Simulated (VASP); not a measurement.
# Si16H8O in VASP: a series of runs, part 2 of 2

VASP 6.6.1.

### Step 3. Single point, PBE+D3(BJ)

The input, INCAR:

```
SYSTEM = Si16H8O
ALGO     = Normal         ! electronic algorithm
EDIFF    = 1E-6           ! SCF threshold, eV
ENCUT    = 520            ! plane-wave cutoff, eV
GGA      = PE             ! functional
ISIF     = 2              ! what is computed and relaxed
ISMEAR   = 0              ! smearing method
IVDW     = 12             ! dispersion correction
LASPH    = .True.         ! aspherical terms in the spheres
LCHARG   = .False.        ! write CHGCAR
LREAL    = Auto         
LWAVE    = .False.        ! write WAVECAR
NBANDS   = 57             ! bands
NELM     = 80             ! most SCF steps
PREC     = Accurate       ! precision mode
SIGMA    = 0.02           ! smearing width, eV
```

The input, KPOINTS:

```
k-points
0
Gamma
  2 2 1
  0 0 0
```

The input, POSCAR:

```
Si16H8O
1.0
    7.6791800000      0.0000000000      0.0000000000
    3.8395900000      6.6503650000      0.0000000000
    0.0000000000      0.0000000000     17.8687650000
H Si O
8 16 1
Direct
    0.1666666600      0.1666666600      0.0559635800
    0.6666666400      0.1666666600      0.0559635800
    0.1666666600      0.6666666300      0.0559635800
    0.6666666400      0.6666666300      0.0559635800
    0.4966348757      0.0001948980      0.4399669053
    0.0003336016      0.4969057260      0.4400002704
    0.5003292852      0.5004928984      0.4399533874
    0.0587995837      1.0496832680      0.4772783693
    0.1666666600      0.1666666600      0.1399089400
    0.6666666400      0.1666666600      0.1399089400
    0.1666666600      0.6666666300      0.1399089400
    0.6666666400      0.6666666300      0.1399089400
   -0.1665762318      0.3331464471      0.1821253840
    0.3333339132      0.3333152131      0.1824078893
   -0.1665982430      0.8334240524      0.1825598932
    0.3331971133      0.8333964287      0.1820533464
   -0.1667388268      0.3320535458      0.3131849474
    0.3332725922      0.3332722243      0.3135439448
   -0.1674755877      0.8324494763      0.3139574266
    0.3323766012      0.8329653044      0.3130622609
   -0.0008240735     -0.0013897867      0.3566922475
    0.4986498061     -0.0001807165      0.3557935341
   -0.0001270907      0.4986318744      0.3558373477
    0.5001012489      0.4999060771      0.3558801916
   -0.0084536224      0.9899471146      0.4506174547
```

Potentials or basis: VASP PAW PBE potentials, release 64 (H, Si, O).

Started as:

```sh
$ cat potpaw_PBE.64/H/POTCAR potpaw_PBE.64/Si/POTCAR potpaw_PBE.64/O/POTCAR > POTCAR
$ mpirun -np 1 vasp_std > vasp.out
```

OUTCAR:

```text
SYSTEM = Si16H8O
   EDIFF = 1E-6
   ENCUT = 520
   GGA = PE
   ISIF = 2
   ISMEAR = 0
   IVDW = 12
   LASPH = .True.
   LREAL = Auto
   NELM = 80
   PREC = Accurate
 IVDW          = 12

 ion  position               nearest neighbor table
   1  0.167  0.167  0.056-   9 1.50
   2  0.667  0.167  0.056-  10 1.50
   3  0.167  0.667  0.056-  11 1.50
   4  0.667  0.667  0.056-  12 1.50
   5  0.497  0.000  0.440-  22 1.50
   6  0.000  0.497  0.440-  23 1.50
   7  0.500  0.500  0.440-  24 1.50
   8  0.059  0.050  0.477-  25 0.97
   9  0.167  0.167  0.140-   1 1.50  16 2.34  13 2.34  14 2.34
  10  0.667  0.167  0.140-   2 1.50  13 2.34  14 2.34  15 2.34
  11  0.167  0.667  0.140-   3 1.50  16 2.34  14 2.34  15 2.34
  12  0.667  0.667  0.140-   4 1.50  16 2.34  13 2.34  15 2.35
  13  0.833  0.333  0.182-  10 2.34   9 2.34  17 2.34  12 2.34
  14  0.333  0.333  0.182-   9 2.34  18 2.34  10 2.34  11 2.34
[... 8 lines left out ...]
  23  1.000  0.499  0.356-   6 1.50  18 2.34  19 2.34  17 2.34
  24  0.500  0.500  0.356-   7 1.50  18 2.34  17 2.34  20 2.34
  25  0.992  0.990  0.451-   8 0.97  21 1.68

  LATTYP: Found a hexagonal cell.
 ALAT       =     7.6791800344
 C/A-ratio  =     2.3269105451

  Lattice vectors:

 A1 = (  -3.8395900000,  -6.6503650000,   0.0000000000)
 A2 = (   7.6791800000,   0.0000000000,   0.0000000000)
 A3 = (   0.0000000000,   0.0000000000,  17.8687650000)

Analysis of symmetry for initial positions (statically):
=====================================================================
 Subroutine PRICEL returns:
 Original cell was already a primitive cell.

 Routine SETGRP: Setting up the symmetry group for a
 hexagonal supercell.

 Subroutine GETGRP returns: Found  1 space group operations
 (whereof  1 operations were pure point group operations)
 out of a pool of 24 trial point group operations.

The static configuration has the point symmetry C_1 .

Analysis of symmetry for dynamics (positions and initial velocities):
=====================================================================
 Subroutine PRICEL returns:
[... 160 lines left out ...]
   LHFCALC =     F    Hartree Fock is set to
   AEXX    =    0.0000 exact exchange contribution
   IVDW    =    12    specifies the selected vdW correction
   LEPSILON=     F    determine dielectric tensor
   LRPA    =     F    only Hartree local field effects (RPA)
 non-spin polarized calculation
 Gauss-broadening in eV      SIGMA  =   0.02
  energy-cutoff  :      520.00
  volume of cell :      912.55
 maximum number of plane-waves:     24625
 NGX is ok and might be reduce to    60
   NGX = 29   NGY = 29   NGZ = 67

 number of electron      78.0000007 magnetization

 Free energy of the ion-electron system (eV)
  ---------------------------------------------------
  ext. energy  EPLUGINS =         0.00000000
  ---------------------------------------------------
  free energy    TOTEN  =      -120.29999111 eV

  energy without entropy =     -120.29999111  energy(sigma->0) =     -120.29999111

 E-fermi :  -0.8096     XC(G=0):  -4.4676

 val. band max:       -0.9327565204   @ k =   0.0000   0.0000   0.0000
 cond. band min:       0.3804091057   @ k =   0.0000   0.0000   0.0000
 fundamental gap:      1.3131656261
 Fermi energy:        -0.8095737592

 k-point     1 :       0.0000    0.0000    0.0000
  band No.  band energies     occupation
      1     -21.3403      2.00000
      2     -12.2656      2.00000
      3     -11.1686      2.00000
      4     -10.2229      2.00000
      5     -10.0859      2.00000
      6     -10.0762      2.00000
[... 205 lines left out ...]
     50       3.0018      0.00000
     51       3.0198      0.00000
 [bands above 51 left out]

------------------------ aborting loop because EDIFF is reached ----------------------------------------

 Edisp (eV)   -3.94327

 E8    (eV) :    -1.6389

  FORCE on cell =-STRESS in cart. coord.  units (eV):
  Direction    XX          YY          ZZ          XY          YZ          ZX
  --------------------------------------------------------------------------------------
  -------------------------------------------------------------------------------------
  Total       2.33543     2.31829     0.11706     0.00478     0.04689     0.05098
  in kB       4.10037     4.07028     0.20552     0.00839     0.08233     0.08951
  external pressure =        2.79 kB  Pullay stress =        0.00 kB

 VOLUME and BASIS-vectors are now :
 -----------------------------------------------------------------------------
  energy-cutoff  :      520.00
  volume of cell :      912.55
      direct lattice vectors                 reciprocal lattice vectors
     7.679180000  0.000000000  0.000000000     0.130222237 -0.075183843  0.000000000
     3.839590000  6.650365000  0.000000000     0.000000000  0.150367687  0.000000000
     0.000000000  0.000000000 17.868765000     0.000000000  0.000000000  0.055963577

 POSITION                                       TOTAL-FORCE (eV/Angst)
 -----------------------------------------------------------------------------------
      1.91979      1.10839      1.00000         0.001864      0.001402     -0.045916
      5.75938      1.10839      1.00000        -0.003658     -0.010180     -0.043617
      3.83959      4.43358      1.00000        -0.011332      0.001375     -0.043781
      7.67918      4.43358      1.00000         0.009995      0.004151     -0.045825
      3.81450      0.00130      7.86167         0.000566     -0.000461     -0.006550
      1.91048      3.30460      7.86226        -0.000570     -0.000470     -0.006394
[... 17 lines left out ...]
      5.75980      3.32456      6.35914        -0.000435     -0.000751      0.005356
     11.41525      6.58351      8.05198        -0.040026     -0.019746     -0.021966
 -----------------------------------------------------------------------------------
    total drift:                                0.005268      0.006273     -0.006154

  FREE ENERGIE OF THE ION-ELECTRON SYSTEM (eV)
  ---------------------------------------------------
  free  energy   TOTEN  =      -124.2432620002 eV

  energy  without entropy=     -124.2432620002  energy(sigma->0) =     -124.24326200
```

OSZICAR:

```text
N       E                     dE             d eps       ncg     rms          rms(c)
DAV:   1     0.384317347438E+03    0.38432E+03   -0.26074E+04   456   0.102E+03
DAV:   2    -0.743101497961E+02   -0.45863E+03   -0.43911E+03   615   0.189E+02
DAV:   3    -0.124013409964E+03   -0.49703E+02   -0.49083E+02   584   0.630E+01
[... 16 lines left out ...]
DAV:  20    -0.120299951306E+03   -0.14108E-03   -0.62168E-05   535   0.304E-02    0.376E-03
DAV:  21    -0.120299970293E+03   -0.18987E-04   -0.71297E-06   608   0.102E-02    0.389E-03
DAV:  22    -0.120299980819E+03   -0.10525E-04   -0.80240E-07   376   0.334E-03    0.173E-03
DAV:  23    -0.120299990516E+03   -0.96972E-05   -0.73196E-07   408   0.303E-03    0.534E-04
DAV:  24    -0.120299991115E+03   -0.59903E-06   -0.19405E-07   408   0.147E-03
   1 F= -.12424326E+03 E0= -.12424326E+03  d E =-.945022E-19
```

stdout:

```text
POSCAR found type information on POSCAR H SiO
 POSCAR found :  3 types and      25 ions
 scaLAPACK will be used
 LDA part: xc-table for (Slater+PW92), standard interpolation
 POSCAR, INCAR and KPOINTS ok, starting setup
 FFT: planning ... GRIDC
 FFT: planning ... GRID_SOFT
 FFT: planning ... GRID
 WAVECAR not read
 entering main loop
```

Run time: 9.1 min. Hardware: 1 thread of AMD EPYC 7R13 (Zen 3), shared host; peak memory 0.94 GiB.

What came out:

* Free energy: -124.2433 eV
* Largest force: 0.100 eV/Å
* Band gap on the k mesh: 1.31 eV, direct
* Dispersion energy per atom: -0.158 eV

Forces in eV/Å, atoms in the order of the input:
```
H    0.002  0.001 -0.046
H   -0.004 -0.010 -0.044
H   -0.011  0.001 -0.044
H    0.010  0.004 -0.046
H    0.001  0.000 -0.007
H   -0.001  0.000 -0.006
H    0.000  0.000 -0.007
H    0.052  0.030  0.080
Si   0.009  0.007  0.034
Si  -0.010  0.000  0.056
Si  -0.007 -0.010  0.055
Si   0.012  0.002  0.042
Si   0.000  0.001  0.002
Si   0.000  0.000  0.000
Si   0.001  0.001  0.002
Si   0.000  0.000  0.001
Si   0.001  0.001 -0.001
Si   0.000  0.000 -0.004
Si   0.001  0.000 -0.002
Si   0.001 -0.001  0.000
Si  -0.017 -0.007 -0.062
Si   0.001  0.000  0.006
Si   0.000  0.001  0.007
Si   0.000 -0.001  0.005
O   -0.040 -0.020 -0.022
```

Caveat: the k points lie up to 0.47 Å⁻¹ apart.
